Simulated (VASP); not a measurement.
# BiTe (Fm-3m) in VASP: settings compared

The runs below take BiTe through single point, with r2SCAN, LDA.

Program: VASP 6.6.1. These are calculated values, not measurements. Logs are shortened: lines on timing, memory, paths and dates and some standing lists are left out, and cuts for length are marked.

## 1. The cell of the first run

The structure is cubic, space group Fm-3m (No. 225). The conventional cell has a = 6.475 Å, b = 6.475 Å, c = 6.475 Å, α = 90.00°, β = 90.00°, γ = 90.00°. Bi (site symmetry m-3m) has 6 Te at 3.24 Å within 4.3 Å. Within 4.3 Å of Te (site symmetry m-3m) lie 6 Bi at 3.24 Å.

## 2. Single point, r2SCAN

File POSCAR:

```
BiTe
1.0
    0.0000000000      3.2373303666      3.2373303666
    3.2373303666      0.0000000000      3.2373303666
    3.2373303666      3.2373303666      0.0000000000
Bi Te
1 1
Direct
    0.0000000000      0.0000000000      0.0000000000
    0.5000000000      0.5000000000      0.5000000000
```

File INCAR.step1:

```
  ALGO = Normal
  EDIFF = 1E-4
  ENCUT = 520
  GGA = PE
  ISMEAR = -1
  LASPH = T
  LCHARG = F
  LREAL = F
  LWAVE = T
  NBANDS = 18
  NELM = 80
  PREC = Accurate
  SIGMA = 0.05
```

File INCAR.step2:

```
  ALGO = Normal
  EDIFF = 1E-6
  ENCUT = 520
  ISIF = 2
  ISMEAR = -1
  ISTART = 1
  LASPH = T
  LCHARG = F
  LMIXTAU = T
  LREAL = F
  LWAVE = F
  METAGGA = R2SCAN
  NBANDS = 18
  NELM = 80
  PREC = Accurate
  SIGMA = 0.05
```

File KPOINTS:

```
k-points
0
Gamma
  7 7 7
```

Potentials or basis: VASP PAW PBE potentials, release 64 (Bi_d, Te).

On the command line:

```bash
> cat potpaw_PBE.64/Bi_d/POTCAR potpaw_PBE.64/Te/POTCAR > POTCAR
> cp INCAR.step1 INCAR
> mpirun -np 1 vasp_std > vasp.out
> cp INCAR.step2 INCAR
> mpirun -np 1 vasp_std > vasp.out
```

OUTCAR:

```text
EDIFF = 1E-6
   ENCUT = 520
   ISIF = 2
   ISMEAR = -1
   ISTART = 1
   LASPH = T
   LREAL = F
   METAGGA = R2SCAN
   NELM = 80
   PREC = Accurate

 ion  position               nearest neighbor table
   1  0.000  0.000  0.000-   2 3.24   2 3.24   2 3.24   2 3.24   2 3.24   2 3.24
   2  0.500  0.500  0.500-   1 3.24   1 3.24   1 3.24   1 3.24   1 3.24   1 3.24

  LATTYP: Found a face centered cubic cell.
 ALAT       =     6.4746607332

  Lattice vectors:

 A1 = (   0.0000000000,   3.2373303666,   3.2373303666)
 A2 = (   3.2373303666,   0.0000000000,   3.2373303666)
 A3 = (   3.2373303666,   3.2373303666,   0.0000000000)

Analysis of symmetry for initial positions (statically):
=====================================================================
 Subroutine PRICEL returns:
 Original cell was already a primitive cell.

 Routine SETGRP: Setting up the symmetry group for a
 face centered cubic supercell.

 Subroutine GETGRP returns: Found 48 space group operations
 (whereof 48 operations were pure point group operations)
 out of a pool of 48 trial point group operations.

The static configuration has the point symmetry O_h .

Analysis of symmetry for dynamics (positions and initial velocities):
=====================================================================
 Subroutine PRICEL returns:
 Original cell was already a primitive cell.

 Routine SETGRP: Setting up the symmetry group for a
 face centered cubic supercell.

 Subroutine GETGRP returns: Found 48 space group operations
 (whereof 48 operations were pure point group operations)
 out of a pool of 48 trial point group operations.

The dynamic configuration has the point symmetry O_h .

 Subroutine INISYM returns: Found 48 space group operations
 (whereof 48 operations are pure point group operations),
 and found     1 'primitive' translations

----------------------------------------------------------------------------------------

                                     Primitive cell

  volume of cell :      67.8564

  direct lattice vectors                    reciprocal lattice vectors
     0.000000000  3.237330367  3.237330367    -0.154448247  0.154448247  0.154448247
     3.237330367  0.000000000  3.237330367     0.154448247 -0.154448247  0.154448247
     3.237330367  3.237330367  0.000000000     0.154448247  0.154448247 -0.154448247

  length of vectors
     4.578276510  4.578276510  4.578276510     0.267512211  0.267512211  0.267512211

  position of ions in fractional coordinates (direct lattice)
     0.000000000  0.000000000  0.000000000
     0.500000000  0.500000000  0.500000000

  ion indices of the primitive-cell ions
   primitive index   ion index
                 1           1
                 2           2

----------------------------------------------------------------------------------------

 KPOINTS: k-points

Automatic generation of k-mesh.
 Grid dimensions read from file:
 generate k-points for:    7    7    7

 Generating k-lattice:

  Cartesian coordinates                     Fractional coordinates (reciprocal lattice)
    -0.022064035  0.022064035  0.022064035     0.142857143  0.000000000  0.000000000
     0.022064035 -0.022064035  0.022064035     0.000000000  0.142857143  0.000000000
     0.022064035  0.022064035 -0.022064035     0.000000000  0.000000000  0.142857143

  Length of vectors
     0.038216030  0.038216030  0.038216030

  Shift w.r.t. Gamma in fractional coordinates (k-lattice)
     0.000000000  0.000000000  0.000000000

 Subroutine IBZKPT returns following result:
 ===========================================

 Found     20 irreducible k-points:

 Following reciprocal coordinates:
            Coordinates               Weight
  0.000000  0.000000  0.000000      1.000000
  0.142857  0.000000  0.000000      8.000000
  0.285714  0.000000  0.000000      8.000000
  0.428571  0.000000  0.000000      8.000000
  0.142857  0.142857  0.000000      6.000000
  0.285714  0.142857  0.000000     24.000000
[... 12 lines left out ...]
 -0.428571  0.428571  0.142857     24.000000
 -0.285714  0.428571  0.142857     24.000000
   k-points           NKPTS =     20   k-points in BZ     NKDIM =     20   number of bands    NBANDS=     18
   number of dos      NEDOS =    301   number of ions     NIONS =      2
   total plane-waves  NPLWV =  46656
   dimension x,y,z NGX =    36 NGY =   36 NGZ =   36
   dimension x,y,z NGXF=    72 NGYF=   72 NGZF=   72
   ions per type =               1   1
   NGX,Y,Z   is equivalent  to a cutoff of  13.07, 13.07, 13.07 a.u.
   NGXF,Y,Z  is equivalent  to a cutoff of  26.14, 26.14, 26.14 a.u.
 SYSTEM =  unknown system
   PREC   = accura    normal or accurate (medium, high low for compatibility)
   ISTART =      1    job   : 0-new  1-cont  2-samecut
   ICHARG =      0    charge: 1-file 2-atom 10-const
   ISPIN  =      1    spin polarized calculation?
   LNONCOLLINEAR =      F non collinear calculations
   LSORBIT =      F    spin-orbit coupling
   LASPH  =      T    aspherical Exc in radial PAW
   ENCUT  =  520.0 eV  38.22 Ry    6.18 a.u.   8.51  8.51  8.51*2*pi/ulx,y,z
   NELM   =     80;   NELMIN=  2; NELMDL=  0     # of ELM steps
   EDIFF  = 0.1E-05   stopping-criterion for ELM
   LREAL  =      F    real-space projection
   EDIFFG = 0.1E-04   stopping-criterion for IOM
   NSW    =      0    number of steps for IOM
   IBRION =     -1    ionic relax: 0-MD 1-quasi-New 2-CG
   NFREE  =      0    steps in history (QN), initial steepest desc. (CG)
   ISIF   =      2    stress and relaxation
   ISYM   =      2    0-nonsym 1-usesym 2-fastsym
   POTIM  = 0.5000    time-step for ionic-motion
   TEBEG  =    0.0;   TEEND  =   0.0 temperature during run
   PSTRESS=    0.0 pullay stress
   NELECT =      21.0000    total number of electrons
   NUPDOWN=      -1.0000    fix difference up-down
   EMIN   =  10.00;   EMAX   =-10.00  energy-range for DOS
   EFERMI =   0.00;   METHOD = LEGACY
   ISMEAR =    -1;   SIGMA  =   0.05  broadening in eV -4-tet -1-fermi 0-gaus
   EFERMI_NEDOS =   21; number of points for ismear=-14 and -15
   IALGO  =     38    algorithm
   IMIX   =      4    mixing-type and parameters
     AMIX     =   0.40;   BMIX     =  1.00
     AMIX_MAG =   1.60;   BMIX_MAG =  1.00
  volume/ion in A,a.u.               =      33.93       228.96
  Fermi-wavevector in a.u.,A,eV,Ry     =   1.107348  2.092585 16.683739  1.226220
  Thomas-Fermi vector in A             =   2.243861
   LORBIT       =      0    0 simple, 1 ext, 2 COOP (PROOUT), +10 PAW based schemes
   METAGGA = R2SCAN    functional components
   LHFCALC =     F    Hartree Fock is set to
   AEXX    =    0.0000 exact exchange contribution
   IVDW    =     0    specifies the selected vdW correction
   LEPSILON=     F    determine dielectric tensor
   LRPA    =     F    only Hartree local field effects (RPA)
 non-spin polarized calculation
  energy-cutoff  :      520.00
  volume of cell :       67.86
 maximum number of plane-waves:      1849
 NGX is ok and might be reduce to    36
   NGX = 17   NGY = 17   NGZ = 17

 number of electron      21.0000000 magnetization

 Free energy of the ion-electron system (eV)
  ---------------------------------------------------
  ext. energy  EPLUGINS =         0.00000000
  ---------------------------------------------------
  free energy    TOTEN  =       -84.01541403 eV

  energy without entropy =      -83.99766254  energy(sigma->0) =      -84.00653829

 E-fermi :   6.6198     XC(G=0):  -9.9873

 val. band max:        6.5576090799   @ k =   0.2857   0.1429   0.0000
 cond. band min:       6.6575249313   @ k =   0.1429   0.1429   0.0000
 fundamental gap:      0.0999158514
 Fermi energy:         6.6197993554

 k-point     1 :       0.0000    0.0000    0.0000
  band No.  band energies     occupation
      1     -17.3317      2.00000
      2     -17.3317      2.00000
      3     -17.3269      2.00000
      4     -17.3269      2.00000
      5     -17.3269      2.00000
      6      -7.5640      2.00000
[... 10 lines left out ...]
     17      13.3197      0.00000
     18      13.5354      0.00000

 k-point     2 :       0.1429    0.0000    0.0000
  band No.  band energies     occupation
      1     -17.3326      2.00000
      2     -17.3326      2.00000
      3     -17.3265      2.00000
      4     -17.3258      2.00000
      5     -17.3257      2.00000
      6      -7.3718      2.00000
[... 10 lines left out ...]
     17      14.4292      0.00000
     18      14.5774      0.00000

 k-point     3 :       0.2857    0.0000    0.0000
  band No.  band energies     occupation
      1     -17.3349      2.00000
      2     -17.3349      2.00000
      3     -17.3257      2.00000
      4     -17.3227      2.00000
      5     -17.3227      2.00000
      6      -6.8059      2.00000
[... 10 lines left out ...]
     17      16.3915      0.00000
     18      16.8144      0.00000

 k-point     4 :       0.4286    0.0000    0.0000
  band No.  band energies     occupation
      1     -17.3368      2.00000
      2     -17.3368      2.00000
      3     -17.3251      2.00000
      4     -17.3201      2.00000
      5     -17.3201      2.00000
      6      -5.9110      2.00000
[... 291 lines left out ...]
      4     -17.3213      2.00000
      5     -17.3184      2.00000
      6      -5.5926      2.00000
[... 10 lines left out ...]
     17      16.2057      0.00000
     18      17.5943      0.00000

 k-point    19 :      -0.4286    0.4286    0.1429
  band No.  band energies     occupation
      1     -17.3449      2.00000
      2     -17.3298      2.00000
      3     -17.3277      2.00000
      4     -17.3189      2.00000
      5     -17.3165      2.00000
      6      -5.5951      2.00000
[... 10 lines left out ...]
     17      17.0114      0.00000
     18      17.5230      0.00000

 k-point    20 :      -0.2857    0.4286    0.1429
  band No.  band energies     occupation
      1     -17.3429      2.00000
      2     -17.3319      2.00000
      3     -17.3246      2.00000
      4     -17.3217      2.00000
      5     -17.3165      2.00000
      6      -5.1666      2.00000
[... 10 lines left out ...]
     17      16.5007      0.00000
     18      17.3628      0.00000

------------------------ aborting loop because EDIFF is reached ----------------------------------------

  FORCE on cell =-STRESS in cart. coord.  units (eV):
  Direction    XX          YY          ZZ          XY          YZ          ZX
  --------------------------------------------------------------------------------------
  -------------------------------------------------------------------------------------
  Total       -0.0129599     -0.0129599     -0.0129599      0.0000000      0.0000000      0.0000000
  in kB       -0.3060005     -0.3060005     -0.3060005      0.0000000      0.0000000      0.0000000
  external PRESSURE =      -0.3060005 kB  Pullay stress =       0.0000000 kB

 VOLUME and BASIS-vectors are now :
 -----------------------------------------------------------------------------
  energy-cutoff  :      520.00
  volume of cell :       67.86
      direct lattice vectors                 reciprocal lattice vectors
     0.000000000  3.237330367  3.237330367    -0.154448247  0.154448247  0.154448247
     3.237330367  0.000000000  3.237330367     0.154448247 -0.154448247  0.154448247
     3.237330367  3.237330367  0.000000000     0.154448247  0.154448247 -0.154448247

 POSITION                                       TOTAL-FORCE (eV/Angst)
 -----------------------------------------------------------------------------------
      0.00000      0.00000      0.00000         0.000000      0.000000      0.000000
      3.23733      3.23733      3.23733         0.000000      0.000000     -0.000000
 -----------------------------------------------------------------------------------
    total drift:                               -0.000000      0.000000      0.000000

  FREE ENERGIE OF THE ION-ELECTRON SYSTEM (eV)
  ---------------------------------------------------
  free  energy   TOTEN  =       -84.0154140261 eV

  energy  without entropy=      -83.9976625444  energy(sigma->0) =      -84.00653829
```

Run time: 1.7 min. Hardware: 1 thread of Intel Xeon Platinum 8488C (Sapphire Rapids), shared host; peak memory 0.22 GiB.

What came out:

* Free energy: -84.0154 eV
* Pressure: 0.0 GPa

Levels at points of the mesh, in eV from the Fermi level:
| k point | band 6 | band 7 | band 8 | band 9 | band 10 | band 11 | band 12 | band 13 | band 14 | band 15 |
| --- | --- | --- | --- | --- | --- | --- | --- | --- | --- | --- |
| (0.00, 0.00, 0.00) | -14.18 | -8.36 | -2.84 | -2.84 | -2.84 | 2.19 | 2.19 | 2.19 | 4.96 | 4.96 |

Caveat: the PAW data sets were made with another functional, which shifts forces and pressure a little; spin-orbit coupling is left out, which moves the levels of the heavy elements.

## 3. Single point, LDA

This run uses another cell than the first one, of 31.82 Å³/atom, 0.938 times its volume.

File INCAR:

```
SYSTEM = BiTe
ALGO = Normal
EDIFF = 1E-6
ENCUT = 520
GGA = CA
ISIF = 2
ISMEAR = -1
LASPH = .TRUE.
LCHARG = .FALSE.
LREAL = .FALSE.
LWAVE = .FALSE.
NBANDS = 18
NELM = 80
PREC = Accurate
SIGMA = 0.05
```

File KPOINTS:

```
k-points
0
G
  7 7 7
  0 0 0
```

File POSCAR:

```
BiTe
1.0
    0.0000000000      3.1689610617      3.1689610617
    3.1689610617      0.0000000000      3.1689610617
    3.1689610617      3.1689610617      0.0000000000
Bi Te
1 1
Direct
    0.0000000000      0.0000000000      0.0000000000
    0.5000000000      0.5000000000      0.5000000000
```

Potentials or basis: VASP PAW LDA potentials, release 64 (Bi_d, Te).

On the command line:

```bash
> cat potpaw_LDA.64/Bi_d/POTCAR potpaw_LDA.64/Te/POTCAR > POTCAR
> mpirun -np 1 vasp_std > vasp.out
```

Wall time 7.2 s (1 thread of Intel Xeon 6975P-C (Granite Rapids), shared host); peak memory 0.17 GiB.

Results (log left out):

```yaml
Free_energy: -8.4992 eV
Pressure: 0.6 GPa
```

Levels at points of the mesh, in eV from the Fermi level:
```tsv
k point	band 7	band 8	band 9	band 10	band 11	band 12	band 13	band 14
(0.00, 0.00, 0.00)	-7.97	-2.73	-2.73	-2.73	2.22	2.22	2.22	4.55
```

Caveat: spin-orbit coupling is left out, which moves the levels of the heavy elements.
